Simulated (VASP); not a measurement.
Input of a VASP 6.6.1 run:

The input INCAR:

```
SYSTEM = HfSn2Se6
PREC = Accurate
ENCUT = 600
EDIFF = 1E-7
ISMEAR = 0
SIGMA = 0.02
LREAL = .FALSE.
LASPH = .TRUE.
NELM = 80
ALGO = Normal
ISIF = 3
LWAVE = .FALSE.
LCHARG = .FALSE.
GGA = PE
IBRION = 2
NSW = 100
EDIFFG = -0.01
KPAR = 4
```

File KPOINTS:

```
regular mesh
0
G
  6 6 6
  0 0 0
```

POSCAR

```
HfSn2Se6
1.0
    6.6873681047      0.0000000000      0.0000000000
   -3.3436840524      5.7914306631      0.0000000000
    0.0000000000      0.0000000000      7.0982452815
Hf Sn Se
1 2 6
Direct
    0.0000000000      0.0000000000      0.0000000000
    0.6666666667      0.3333333333      0.0000000000
    0.3333333333      0.6666666667      0.0000000000
    0.3304009997      0.3304009997      0.7765392634
    0.0000000000      0.6695990003      0.7765392634
    0.6695990003      0.0000000000      0.7765392634
    0.0000000000      0.3304009997      0.2234607366
    0.6695990003      0.6695990003      0.2234607366
    0.3304009997      0.0000000000      0.2234607366
```

Potentials or basis: VASP PAW PBE potentials, release 64 (Hf_pv, Sn_d, Se).

Launch:

```sh
$ cat potpaw_PBE.64/Hf_pv/POTCAR potpaw_PBE.64/Sn_d/POTCAR potpaw_PBE.64/Se/POTCAR > POTCAR
$ mpirun -np 4 vasp_std > vasp.out
```

Q: Estimate the space group after relaxing (to 0.1 Å).

A: P-31m (No. 162).

Q: What does it give for the relaxed cell?

A: a = 6.683 Å, b = 6.683 Å, c = 7.102 Å, α = 90.00°, β = 90.00°, γ = 120.00°.

Q: Predict the band gap on the k mesh.

A: 0.33 eV (least direct gap 0.46 eV).

Forces in eV/Å, atoms in the order of the input:
```
Hf   0.000  0.000  0.000
Sn   0.000  0.000  0.000
Sn   0.000  0.000  0.000
Se  -0.002 -0.004  0.001
Se  -0.002  0.004  0.001
Se   0.005  0.000  0.001
Se   0.002 -0.004 -0.001
Se   0.002  0.004 -0.001
Se  -0.005  0.000 -0.001
```

Caveat: semilocal functionals underestimate gaps, and a narrow one can read as zero; spin-orbit coupling is left out, which moves the levels of the heavy elements. A k mesh can miss the band edges.
